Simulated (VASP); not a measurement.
# C in VASP: notebook

C is run at these levels: PBE; tasks: electric field gradients.

Everything below comes from runs of VASP 6.6.1. Logs are shortened: lines on timing, memory, paths and dates and some standing lists are left out, and cuts for length are marked.

## Step 1: The cell of the first run

The structure is orthorhombic, space group Fmmm (No. 69). Conventional cell: a = 2.456 Å, b = 4.254 Å, c = 6.696 Å, α = 90.00°, β = 90.00°, γ = 90.00°. C (site symmetry m2m) has 3 C at 1.42 Å within 1.9 Å.

## Step 2: Electric field gradients, PBE

Contents of INCAR:

```
SYSTEM = C
PREC = Accurate
ENCUT = 520
EDIFF = 1E-8
ISMEAR = -1
SIGMA = 0.05
LREAL = .FALSE.
LASPH = .TRUE.
NELM = 100
ALGO = Normal
ISIF = 2
LWAVE = .FALSE.
LCHARG = .FALSE.
GGA = PE
LEFG = .TRUE.
NBANDS = 11
```

Contents of KPOINTS:

```
regular mesh
0
G
  18 18 18
  0 0 0
```

Contents of POSCAR:

```
C
1.0
    0.0000000000      2.1270000000      3.3480000000
    1.2280000000      0.0000000000      3.3480000000
    1.2280000000      2.1270000000      0.0000000000
C
2
Direct
    0.1666700000      0.8333300000      0.1666700000
    0.8333300000      0.1666700000      0.8333300000
```

Potentials or basis: VASP PAW PBE potentials, release 64 (C).

On the command line:

```bash
cat potpaw_PBE.64/C/POTCAR > POTCAR
mpirun -np 1 vasp_std > vasp.out
```

OUTCAR:

```text
SYSTEM = C
   PREC = Accurate
   ENCUT = 520
   EDIFF = 1E-8
   ISMEAR = -1
   LREAL = .FALSE.
   LASPH = .TRUE.
   NELM = 100
   ISIF = 2
   GGA = PE

 ion  position               nearest neighbor table
   1  0.167  0.833  0.167-   2 1.42   2 1.42   2 1.42
   2  0.833  0.167  0.833-   1 1.42   1 1.42   1 1.42

  LATTYP: Found a face centered orthorhombic cell.
 ALAT       =     2.4560000000
 B/A-ratio  =     1.7320846906
 C/A-ratio  =     2.7263843648

  Lattice vectors:

 A1 = (   0.0000000000,   2.1270000000,   3.3480000000)
 A2 = (   1.2280000000,   0.0000000000,   3.3480000000)
 A3 = (   1.2280000000,   2.1270000000,   0.0000000000)

Analysis of symmetry for initial positions (statically):
=====================================================================
 Subroutine PRICEL returns:
 Original cell was already a primitive cell.

 Routine SETGRP: Setting up the symmetry group for a
 face centered orthorhombic supercell.

 Subroutine GETGRP returns: Found  8 space group operations
 (whereof  8 operations were pure point group operations)
 out of a pool of  8 trial point group operations.

The static configuration has the point symmetry D_2h.

Analysis of symmetry for dynamics (positions and initial velocities):
=====================================================================
 Subroutine PRICEL returns:
 Original cell was already a primitive cell.

 Routine SETGRP: Setting up the symmetry group for a
 face centered orthorhombic supercell.

 Subroutine GETGRP returns: Found  8 space group operations
 (whereof  8 operations were pure point group operations)
 out of a pool of  8 trial point group operations.

The dynamic configuration has the point symmetry D_2h.

 Subroutine INISYM returns: Found  8 space group operations
 (whereof  8 operations are pure point group operations),
 and found     1 'primitive' translations

----------------------------------------------------------------------------------------

                                     Primitive cell

  volume of cell :      17.4897

  direct lattice vectors                    reciprocal lattice vectors
     0.000000000  2.127000000  3.348000000    -0.407166124  0.235072873  0.149342891
     1.228000000  0.000000000  3.348000000     0.407166124 -0.235072873  0.149342891
     1.228000000  2.127000000  0.000000000     0.407166124  0.235072873 -0.149342891

  length of vectors
     3.966513961  3.566102635  2.456036034     0.493301943  0.493301943  0.493301943

  position of ions in fractional coordinates (direct lattice)
     0.166670000  0.833330000  0.166670000
     0.833330000  0.166670000  0.833330000

  ion indices of the primitive-cell ions
   primitive index   ion index
                 1           1
                 2           2

----------------------------------------------------------------------------------------

 KPOINTS: regular mesh

Automatic generation of k-mesh.
 Grid dimensions read from file:
 generate k-points for:   18   18   18

 Generating k-lattice:

  Cartesian coordinates                     Fractional coordinates (reciprocal lattice)
    -0.022620340  0.013059604  0.008296827     0.055555556  0.000000000  0.000000000
     0.022620340 -0.013059604  0.008296827     0.000000000  0.055555556  0.000000000
     0.022620340  0.013059604 -0.008296827    -0.000000000 -0.000000000  0.055555556

  Length of vectors
     0.027405663  0.027405663  0.027405663

  Shift w.r.t. Gamma in fractional coordinates (k-lattice)
     0.000000000  0.000000000  0.000000000

 Subroutine IBZKPT returns following result:
 ===========================================

 Found    865 irreducible k-points:

 Following reciprocal coordinates:
            Coordinates               Weight
  0.000000  0.000000  0.000000      1.000000
  0.055556  0.000000  0.000000      8.000000
  0.111111  0.000000  0.000000      8.000000
  0.166667  0.000000  0.000000      8.000000
  0.222222  0.000000  0.000000      8.000000
  0.277778 -0.000000  0.000000      8.000000
[... 16 lines left out ...]
 -0.277778  0.055556 -0.000000      8.000000
 -0.222222  0.055556  0.000000      8.000000
 [... further k-points ...]
   k-points           NKPTS =    865   k-points in BZ     NKDIM =    865   number of bands    NBANDS=     11
   number of dos      NEDOS =    301   number of ions     NIONS =      2
   total plane-waves  NPLWV =  15120
   dimension x,y,z NGX =    30 NGY =   28 NGZ =   18
   dimension x,y,z NGXF=    60 NGYF=   56 NGZF=   36
   ions per type =               2
   NGX,Y,Z   is equivalent  to a cutoff of  12.57, 13.05, 12.18 a.u.
   NGXF,Y,Z  is equivalent  to a cutoff of  25.15, 26.11, 24.37 a.u.
 SYSTEM =  C
   PREC   = accura    normal or accurate (medium, high low for compatibility)
   ISTART =      0    job   : 0-new  1-cont  2-samecut
   ICHARG =      2    charge: 1-file 2-atom 10-const
   ISPIN  =      1    spin polarized calculation?
   LNONCOLLINEAR =      F non collinear calculations
   LSORBIT =      F    spin-orbit coupling
   LASPH  =      T    aspherical Exc in radial PAW
   ENCUT  =  520.0 eV  38.22 Ry    6.18 a.u.   7.38  6.63  4.57*2*pi/ulx,y,z
   NELM   =    100;   NELMIN=  2; NELMDL= -5     # of ELM steps
   EDIFF  = 0.1E-07   stopping-criterion for ELM
   LREAL  =      F    real-space projection
   EDIFFG = 0.1E-06   stopping-criterion for IOM
   NSW    =      0    number of steps for IOM
   IBRION =     -1    ionic relax: 0-MD 1-quasi-New 2-CG
   NFREE  =      0    steps in history (QN), initial steepest desc. (CG)
   ISIF   =      2    stress and relaxation
   ISYM   =      2    0-nonsym 1-usesym 2-fastsym
   POTIM  = 0.5000    time-step for ionic-motion
   TEBEG  =    0.0;   TEEND  =   0.0 temperature during run
   PSTRESS=    0.0 pullay stress
   NELECT =       8.0000    total number of electrons
   NUPDOWN=      -1.0000    fix difference up-down
   EMIN   =  10.00;   EMAX   =-10.00  energy-range for DOS
   EFERMI =   0.00;   METHOD = LEGACY
   ISMEAR =    -1;   SIGMA  =   0.05  broadening in eV -4-tet -1-fermi 0-gaus
   EFERMI_NEDOS =   21; number of points for ismear=-14 and -15
   IALGO  =     38    algorithm
   IMIX   =      4    mixing-type and parameters
     AMIX     =   0.40;   BMIX     =  1.00
     AMIX_MAG =   1.60;   BMIX_MAG =  1.00
  volume/ion in A,a.u.               =       8.74        59.01
  Fermi-wavevector in a.u.,A,eV,Ry     =   1.261376  2.383654 21.647797  1.591068
  Thomas-Fermi vector in A             =   2.394838
   LORBIT       =      0    0 simple, 1 ext, 2 COOP (PROOUT), +10 PAW based schemes
   GGA     = PE    functional components
   LHFCALC =     F    Hartree Fock is set to
   AEXX    =    0.0000 exact exchange contribution
   IVDW    =     0    specifies the selected vdW correction
   LEPSILON=     F    determine dielectric tensor
   LRPA    =     F    only Hartree local field effects (RPA)
 non-spin polarized calculation
  energy-cutoff  :      520.00
  volume of cell :       17.49
 maximum number of plane-waves:       499
 NGX is ok and might be reduce to    30
   NGX = 15   NGY = 13   NGZ =  9

 number of electron       8.0000000 magnetization

 Free energy of the ion-electron system (eV)
  ---------------------------------------------------
  ext. energy  EPLUGINS =         0.00000000
  ---------------------------------------------------
  free energy    TOTEN  =       -18.41558506 eV

  energy without entropy =      -18.41537113  energy(sigma->0) =      -18.41547810

 E-fermi :   4.7652     XC(G=0): -10.3576

 val. band max:        4.7284998086   @ k =  -0.2778   0.0556   0.3333
 cond. band min:       4.8070732943   @ k =  -0.2222   0.1111   0.3333
 fundamental gap:      0.0785734857
 Fermi energy:         4.7651723190

 k-point     1 :       0.0000    0.0000    0.0000
  band No.  band energies     occupation
      1     -14.9772      2.00000
      2      -1.8483      2.00000
      3       1.7552      2.00000
      4       1.7802      2.00000
      5       9.0259      0.00000
      6      13.1649      0.00000
      7      13.2372      0.00000
      8      16.2891      0.00000
      9      17.6331      0.00000
     10      27.5436      0.00000
     11      30.5392      0.00000
[... 309 lines left out ...]
 k-point    24 :      -0.2222    0.0556    0.0000
  band No.  band energies     occupation
      1     -13.1242      2.00000
      2      -3.3445      2.00000
      3      -0.5437      2.00000
      4       0.0386      2.00000
      5      10.9519      0.00000
      6      11.5964      0.00000
      7      12.9012      0.00000
      8      19.2739      0.00000
      9      21.0698      0.00000
     10      23.1691      0.00000
     11      28.1122      0.00000

 [... further k-points ...]
[... 5 lines left out ...]
  --------------------------------------------------------------------------------------
  -------------------------------------------------------------------------------------
  Total        0.6441263      0.5885003      0.4229276      0.0000000      0.0000000      0.0000000
  in kB       59.0065604     53.9108272     38.7431860      0.0000000      0.0000000      0.0000000
  external PRESSURE =      50.5535245 kB  Pullay stress =       0.0000000 kB

 VOLUME and BASIS-vectors are now :
 -----------------------------------------------------------------------------
  energy-cutoff  :      520.00
  volume of cell :       17.49
      direct lattice vectors                 reciprocal lattice vectors
     0.000000000  2.127000000  3.348000000    -0.407166124  0.235072873  0.149342891
     1.228000000  0.000000000  3.348000000     0.407166124 -0.235072873  0.149342891
     1.228000000  2.127000000  0.000000000     0.407166124  0.235072873 -0.149342891

 POSITION                                       TOTAL-FORCE (eV/Angst)
 -----------------------------------------------------------------------------------
      1.22800      0.70901      3.34800         0.000000      0.003427      0.000000
      1.22800      3.54499      3.34800         0.000000     -0.003427      0.000000
 -----------------------------------------------------------------------------------
    total drift:                               -0.000000     -0.000000     -0.000000

  FREE ENERGIE OF THE ION-ELECTRON SYSTEM (eV)
  ---------------------------------------------------
  free  energy   TOTEN  =       -18.4155850649 eV

  energy  without entropy=      -18.4153711335  energy(sigma->0) =      -18.41547810

 Electric field gradients (V/A^2)
---------------------------------------------------------------------
 ion       V_xx      V_yy      V_zz      V_xy      V_xz      V_yz
---------------------------------------------------------------------
   1     -15.554   -15.512    31.065    -0.000     0.001     0.000
   2     -15.554   -15.512    31.065    -0.000     0.001     0.000
---------------------------------------------------------------------

 Electric field gradients after diagonalization (V/A^2)
 (convention: |V_zz| > |V_xx| > |V_yy|)
----------------------------------------------------------------------
 ion       V_xx      V_yy      V_zz     asymmetry (V_yy - V_xx)/ V_zz
----------------------------------------------------------------------
   1     -15.554   -15.512    31.065       0.001
   2     -15.554   -15.512    31.065       0.001
----------------------------------------------------------------------

           NMR quadrupolar parameters

 Cq : quadrupolar parameter    Cq=e*Q*V_zz/h
 eta: asymmetry parameters     (V_yy - V_xx)/ V_zz
 Q  : nuclear electric quadrupole moment in mb (millibarn)
----------------------------------------------------------------------
 ion       Cq(MHz)       eta       Q (mb)
----------------------------------------------------------------------
   1       0.075       0.001       1.000
   2       0.075       0.001       1.000
----------------------------------------------------------------------
```

It took 2.2 min on 1 thread of Intel Xeon Platinum 8559C (Emerald Rapids), shared host; peak memory 0.24 GiB.

Results:

```
Free energy                             : -18.4156 eV
Pressure                                : 5.1 GPa
Largest force                           : 0.003 eV/Å
Largest electric field gradient by atom : C +31.1 V/Å²
```

Forces on the atoms (eV/Å):
```
C    0.000  0.003  0.000
C    0.000 -0.003  0.000
```

Electric field gradients, principal values (V/Å²):
```tsv
atom	least	middle	greatest (by size)
1 C	-15.512	-15.554	31.065
2 C	-15.512	-15.554	31.065
```

Caveat: the cell stands under pressure; this functional lacks dispersion, which binds layers or chains, so the pressure and a relaxed spacing across them are unreliable; without QUAD_EFG the Cq values of the log hold for a quadrupole moment of 1 mb, not for the nuclei.

[end of part 1 of 3]
